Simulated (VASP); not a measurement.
# Nb2MoN3 (P-3m1) in VASP: single point with PBE

Aim: the single point of Nb2MoN3 with PBE.

Everything below comes from runs of VASP 6.6.1. Logs are shortened: lines on timing, memory, paths and dates and some standing lists are left out, and cuts for length are marked.

### Step 1. The cell of the first run

The structure is trigonal, space group P-3m1 (No. 164). The conventional cell has a = 3.102 Å, b = 3.102 Å, c = 7.626 Å, α = 90.00°, β = 90.00°, γ = 120.00°. Within 2.9 Å of Nb (site symmetry 3m) lie 6 N at 2.19 to 2.21 Å. Mo (site symmetry -3m) has 6 N at 2.19 Å within 2.9 Å. N (site symmetry 3m) has 3 Mo at 2.19 Å and 3 Nb at 2.19 Å within 2.9 Å. N (site symmetry -3m) has 6 Nb at 2.21 Å within 2.9 Å.

### Step 2. Single point, PBE, collinear spin

File INCAR:

```
  PREC = Accurate
  ENCUT = 600
  EDIFF = 1E-6
  ISMEAR = 0
  SIGMA = 0.15
  LREAL = F
  LASPH = T
  NELM = 200
  ALGO = Normal
  ISIF = 2
  LWAVE = F
  LCHARG = T
  ISPIN = 2
  MAGMOM = 0 0 1 0 0 0
  LORBIT = 11
  LMAXMIX = 4
  GGA = PE
  LELF = T
  LVHAR = T
  NBANDS = 40
  GGA_COMPAT = F
```

File KPOINTS:

```
regular mesh
0
Gamma
  4 4 2
```

File POSCAR:

```
Nb2MoN3
1.0
    3.1020348747      0.0000000000      0.0000000000
   -1.5510174373      2.6864410049      0.0000000000
    0.0000000000      0.0000000000      7.6260802345
Nb Mo N
2 1 3
Direct
    0.3333333333      0.6666666667      0.3307741577
    0.6666666667      0.3333333333      0.6692258423
    0.0000000000      0.0000000000      0.0000000000
    0.6666666667      0.3333333333      0.1649082021
    0.3333333333      0.6666666667      0.8350917979
    0.0000000000      0.0000000000      0.5000000000
```

Potentials or basis: VASP PAW PBE potentials, release 64 (Nb_sv, Mo_sv, N).

The run is started by

```console
cat potpaw_PBE.64/Nb_sv/POTCAR potpaw_PBE.64/Mo_sv/POTCAR potpaw_PBE.64/N/POTCAR > POTCAR
mpirun -np 1 vasp_std > vasp.out
```

OUTCAR:

```text
PREC = Accurate
   ENCUT = 600
   EDIFF = 1E-6
   ISMEAR = 0
   LREAL = F
   LASPH = T
   NELM = 200
   ISIF = 2
   ISPIN = 2
   LORBIT = 11
   GGA = PE

 ion  position               nearest neighbor table
   1  0.333  0.667  0.331-   4 2.19   4 2.19   4 2.19   6 2.21   6 2.21   6 2.21   3 3.09   3 3.09
                             3 3.09
   2  0.667  0.333  0.669-   5 2.19   5 2.19   5 2.19   6 2.21   6 2.21   6 2.21   3 3.09   3 3.09
                             3 3.09
   3  0.000  0.000  0.000-   4 2.19   5 2.19   5 2.19   4 2.19   4 2.19   5 2.19   1 3.09   2 3.09
                             1 3.09   2 3.09   1 3.09   2 3.09
   4  0.667  0.333  0.165-   3 2.19   3 2.19   3 2.19   1 2.19   1 2.19   1 2.19
   5  0.333  0.667  0.835-   3 2.19   3 2.19   3 2.19   2 2.19   2 2.19   2 2.19
   6  0.000  0.000  0.500-   1 2.21   2 2.21   1 2.21   2 2.21   2 2.21   1 2.21

  LATTYP: Found a hexagonal cell.
 ALAT       =     3.1020348747
 C/A-ratio  =     2.4584121528

  Lattice vectors:

 A1 = (   3.1020348747,   0.0000000000,   0.0000000000)
 A2 = (  -1.5510174373,   2.6864410049,   0.0000000000)
 A3 = (   0.0000000000,   0.0000000000,   7.6260802345)

Analysis of symmetry for initial positions (statically):
=====================================================================
 Subroutine PRICEL returns:
 Original cell was already a primitive cell.

 Routine SETGRP: Setting up the symmetry group for a
 hexagonal supercell.

 Subroutine GETGRP returns: Found 12 space group operations
 (whereof 12 operations were pure point group operations)
 out of a pool of 24 trial point group operations.

The static configuration has the point symmetry D_3d.

Analysis of symmetry for dynamics (positions and initial velocities):
=====================================================================
 Subroutine PRICEL returns:
 Original cell was already a primitive cell.

 Routine SETGRP: Setting up the symmetry group for a
 hexagonal supercell.

 Subroutine GETGRP returns: Found 12 space group operations
 (whereof 12 operations were pure point group operations)
 out of a pool of 24 trial point group operations.

The dynamic configuration has the point symmetry D_3d.

Analysis of structural, dynamic, and magnetic symmetry:
=====================================================================
 Subroutine PRICEL returns:
 Original cell was already a primitive cell.

 Routine SETGRP: Setting up the symmetry group for a
 hexagonal supercell.

 Subroutine GETGRP returns: Found 12 space group operations
 (whereof 12 operations were pure point group operations)
 out of a pool of 24 trial point group operations.

The overall configuration has the point symmetry D_3d.

 Subroutine INISYM returns: Found 12 space group operations
 (whereof 12 operations are pure point group operations),
 and found     1 'primitive' translations

----------------------------------------------------------------------------------------

                                     Primitive cell

  volume of cell :      63.5514

  direct lattice vectors                    reciprocal lattice vectors
     3.102034875  0.000000000  0.000000000     0.322369039  0.186119851  0.000000000
    -1.551017437  2.686441005  0.000000000     0.000000000  0.372239702  0.000000000
     0.000000000  0.000000000  7.626080234     0.000000000  0.000000000  0.131128964

  length of vectors
     3.102034875  3.102034875  7.626080234     0.372239702  0.372239702  0.131128964

  position of ions in fractional coordinates (direct lattice)
     0.333333333  0.666666667  0.330774158
     0.666666667  0.333333333  0.669225842
     0.000000000  0.000000000  0.000000000
     0.666666667  0.333333333  0.164908202
     0.333333333  0.666666667  0.835091798
     0.000000000  0.000000000  0.500000000

  ion indices of the primitive-cell ions
   primitive index   ion index
                 1           1
                 2           2
                 3           3
                 4           4
                 5           5
                 6           6

----------------------------------------------------------------------------------------

 KPOINTS: regular mesh

Automatic generation of k-mesh.
 Grid dimensions read from file:
 generate k-points for:    4    4    2

 Generating k-lattice:

  Cartesian coordinates                     Fractional coordinates (reciprocal lattice)
     0.080592260  0.046529963  0.000000000     0.250000000 -0.000000000  0.000000000
     0.000000000  0.093059926  0.000000000     0.000000000  0.250000000  0.000000000
     0.000000000  0.000000000  0.065564482     0.000000000  0.000000000  0.500000000

  Length of vectors
     0.093059926  0.093059926  0.065564482

  Shift w.r.t. Gamma in fractional coordinates (k-lattice)
     0.000000000  0.000000000  0.000000000

 Subroutine IBZKPT returns following result:
 ===========================================

 Found      8 irreducible k-points:

 Following reciprocal coordinates:
            Coordinates               Weight
  0.000000  0.000000  0.000000      1.000000
  0.250000  0.000000  0.000000      6.000000
  0.500000  0.000000  0.000000      3.000000
  0.250000  0.250000  0.000000      6.000000
  0.000000  0.000000  0.500000      1.000000
  0.250000  0.000000  0.500000      6.000000
  0.500000  0.000000  0.500000      3.000000
  0.250000  0.250000  0.500000      6.000000
   k-points           NKPTS =      8   k-points in BZ     NKDIM =      8   number of bands    NBANDS=     40
   number of dos      NEDOS =    301   number of ions     NIONS =      6
   total plane-waves  NPLWV =  50176
   dimension x,y,z NGX =    28 NGY =   28 NGZ =   64
   dimension x,y,z NGXF=    56 NGYF=   56 NGZF=  128
   ions per type =               2   1   3
   NGX,Y,Z   is equivalent  to a cutoff of  15.01, 15.01, 13.95 a.u.
   NGXF,Y,Z  is equivalent  to a cutoff of  30.01, 30.01, 27.90 a.u.
 SYSTEM =  unknown system
   PREC   = accura    normal or accurate (medium, high low for compatibility)
   ISTART =      0    job   : 0-new  1-cont  2-samecut
   ICHARG =      2    charge: 1-file 2-atom 10-const
   ISPIN  =      2    spin polarized calculation?
   LNONCOLLINEAR =      F non collinear calculations
   LSORBIT =      F    spin-orbit coupling
   LASPH  =      T    aspherical Exc in radial PAW
   ENCUT  =  600.0 eV  44.10 Ry    6.64 a.u.   6.20  6.20 15.23*2*pi/ulx,y,z
   NELM   =    200;   NELMIN=  2; NELMDL= -5     # of ELM steps
   EDIFF  = 0.1E-05   stopping-criterion for ELM
   LREAL  =      F    real-space projection
   EDIFFG = 0.1E-04   stopping-criterion for IOM
   NSW    =      0    number of steps for IOM
   IBRION =     -1    ionic relax: 0-MD 1-quasi-New 2-CG
   NFREE  =      0    steps in history (QN), initial steepest desc. (CG)
   ISIF   =      2    stress and relaxation
   ISYM   =      2    0-nonsym 1-usesym 2-fastsym
   POTIM  = 0.5000    time-step for ionic-motion
   TEBEG  =    0.0;   TEEND  =   0.0 temperature during run
   PSTRESS=    0.0 pullay stress
   NELECT =      55.0000    total number of electrons
   NUPDOWN=      -1.0000    fix difference up-down
   EMIN   =  10.00;   EMAX   =-10.00  energy-range for DOS
   EFERMI =   0.00;   METHOD = LEGACY
   ISMEAR =     0;   SIGMA  =   0.15  broadening in eV -4-tet -1-fermi 0-gaus
   EFERMI_NEDOS =   21; number of points for ismear=-14 and -15
   IALGO  =     38    algorithm
   IMIX   =      4    mixing-type and parameters
     AMIX     =   0.40;   BMIX     =  1.00
     AMIX_MAG =   1.60;   BMIX_MAG =  1.00
  volume/ion in A,a.u.               =      10.59        71.48
  Fermi-wavevector in a.u.,A,eV,Ry     =   1.560105  2.948172 33.115613  2.433929
  Thomas-Fermi vector in A             =   2.663366
   LORBIT       =     11    0 simple, 1 ext, 2 COOP (PROOUT), +10 PAW based schemes
   GGA     = PE    functional components
   LHFCALC =     F    Hartree Fock is set to
   AEXX    =    0.0000 exact exchange contribution
   IVDW    =     0    specifies the selected vdW correction
   LEPSILON=     F    determine dielectric tensor
   LRPA    =     F    only Hartree local field effects (RPA)
 spin polarized calculation
 Gauss-broadening in eV      SIGMA  =   0.15
  energy-cutoff  :      600.00
  volume of cell :       63.55
 maximum number of plane-waves:      2142
 NGX is ok and might be reduce to    28
   NGX = 13   NGY = 13   NGZ = 31

 number of electron      54.9999999 magnetization       0.0000523

 Free energy of the ion-electron system (eV)
  ---------------------------------------------------
  ext. energy  EPLUGINS =         0.00000000
  ---------------------------------------------------
  free energy    TOTEN  =       -60.60096835 eV

  energy without entropy =      -60.55724393  energy(sigma->0) =      -60.57910614

 E-fermi :  13.4908     XC(G=0): -13.4119

 val. band max:       13.3862627881   @ k =   0.2500   0.2500   0.5000
 cond. band min:      13.4979923795   @ k =   0.2500   0.2500   0.0000
 fundamental gap:      0.1117295914
 Fermi energy:        13.4908381063

 spin component 1

 k-point     1 :       0.0000    0.0000    0.0000
  band No.  band energies     occupation
      1     -48.6713      1.00000
      2     -42.7956      1.00000
      3     -42.7368      1.00000
      4     -22.9003      1.00000
      5     -22.5497      1.00000
      6     -22.5497      1.00000
[... 31 lines left out ...]
     38      18.1636      0.00000
     39      18.6271      0.00000

 k-point     2 :       0.2500    0.0000    0.0000
  band No.  band energies     occupation
      1     -48.6446      1.00000
      2     -42.7430      1.00000
      3     -42.6992      1.00000
      4     -22.8453      1.00000
      5     -22.8059      1.00000
      6     -22.6067      1.00000
[... 241 lines left out ...]
     38      18.1952      0.00000
     39      20.0517      0.00000

 k-point     8 :       0.2500    0.2500    0.5000
  band No.  band energies     occupation
      1     -48.6178      1.00000
      2     -42.6854      1.00000
      3     -42.6659      1.00000
      4     -22.9584      1.00000
      5     -22.7888      1.00000
      6     -22.7617      1.00000
[... 31 lines left out ...]
     38      18.5026      0.00000
     39      19.0234      0.00000
 Fermi energy:        13.4908381063

 spin component 2

 k-point     1 :       0.0000    0.0000    0.0000
  band No.  band energies     occupation
      1     -48.6714      1.00000
      2     -42.7956      1.00000
      3     -42.7368      1.00000
      4     -22.9004      1.00000
      5     -22.5499      1.00000
      6     -22.5499      1.00000
[... 31 lines left out ...]
     38      18.1635      0.00000
     39      18.6272      0.00000

 k-point     2 :       0.2500    0.0000    0.0000
  band No.  band energies     occupation
      1     -48.6447      1.00000
      2     -42.7430      1.00000
      3     -42.6992      1.00000
      4     -22.8454      1.00000
      5     -22.8060      1.00000
      6     -22.6068      1.00000
[... 241 lines left out ...]
     38      18.1953      0.00000
     39      20.0517      0.00000

 k-point     8 :       0.2500    0.2500    0.5000
  band No.  band energies     occupation
      1     -48.6179      1.00000
      2     -42.6854      1.00000
      3     -42.6658      1.00000
      4     -22.9586      1.00000
      5     -22.7889      1.00000
      6     -22.7618      1.00000
[... 31 lines left out ...]
     38      18.5026      0.00000
     39      19.0234      0.00000
 [bands above 39 left out]

------------------------ aborting loop because EDIFF is reached ----------------------------------------

  FORCE on cell =-STRESS in cart. coord.  units (eV):
  Direction    XX          YY          ZZ          XY          YZ          ZX
  --------------------------------------------------------------------------------------
  -------------------------------------------------------------------------------------
  Total       -0.2663638     -0.2663638     -0.2831155     -0.0000000      0.0000000      0.0000000
  in kB       -6.7152235     -6.7152235     -7.1375459     -0.0000000      0.0000000      0.0000000
  external PRESSURE =      -6.8559976 kB  Pullay stress =       0.0000000 kB

 VOLUME and BASIS-vectors are now :
 -----------------------------------------------------------------------------
  energy-cutoff  :      600.00
  volume of cell :       63.55
      direct lattice vectors                 reciprocal lattice vectors
     3.102034875  0.000000000  0.000000000     0.322369039  0.186119851  0.000000000
    -1.551017437  2.686441005  0.000000000     0.000000000  0.372239702  0.000000000
     0.000000000  0.000000000  7.626080234     0.000000000  0.000000000  0.131128964

 POSITION                                       TOTAL-FORCE (eV/Angst)
 -----------------------------------------------------------------------------------
     -0.00000      1.79096      2.52251        -0.000000     -0.000000      0.023494
      1.55102      0.89548      5.10357         0.000000      0.000000     -0.023494
      0.00000      0.00000      0.00000        -0.000000      0.000000      0.000000
      1.55102      0.89548      1.25760         0.000000     -0.000000      0.035340
     -0.00000      1.79096      6.36848        -0.000000      0.000000     -0.035340
      0.00000      0.00000      3.81304        -0.000000      0.000000      0.000000
 -----------------------------------------------------------------------------------
    total drift:                                0.000000     -0.000000      0.000000

  FREE ENERGIE OF THE ION-ELECTRON SYSTEM (eV)
  ---------------------------------------------------
  free  energy   TOTEN  =       -60.6009683466 eV

  energy  without entropy=      -60.5572439318  energy(sigma->0) =      -60.57910614

 total charge

# of ion       s       p       d       tot
------------------------------------------
    1        2.152   6.054   2.419  10.625
    2        2.152   6.054   2.419  10.625
    3        2.250   6.192   3.937  12.379
    4        1.235   2.487   0.000   3.723
    5        1.235   2.487   0.000   3.723
    6        1.240   2.490   0.000   3.730
--------------------------------------------------
tot         10.266  25.764   8.774  44.804

 magnetization (x)

# of ion       s       p       d       tot
------------------------------------------
    1        0.000  -0.000   0.000   0.000
    2        0.000  -0.000   0.000   0.000
    3       -0.000  -0.000  -0.000  -0.000
    4       -0.000  -0.000   0.000  -0.000
    5       -0.000  -0.000   0.000  -0.000
    6       -0.000  -0.000   0.000  -0.000
--------------------------------------------------
tot          0.000  -0.000   0.000  -0.000
```

Run time: 2.9 min. Hardware: 1 thread of Intel Xeon 8259CL, shared host; peak memory 0.27 GiB.

Results:

```yaml
Free_energy: -60.6010 eV
Pressure: -0.7 GPa
Largest_force: 0.035 eV/Å
Net_moment: 0.00 μB per cell
Valence_electrons_inside_the_program's_atomic_spheres: Nb 10.62; Mo 12.38; N 3.72, 3.73 (each value once)
```

Forces in eV/Å, atoms in the order of the input:
```
Nb   0.000  0.000  0.023
Nb   0.000  0.000 -0.023
Mo   0.000  0.000  0.000
N    0.000  0.000  0.035
N    0.000  0.000 -0.035
N    0.000  0.000  0.000
```

Caveat: the k points lie up to 0.58 Å⁻¹ apart.
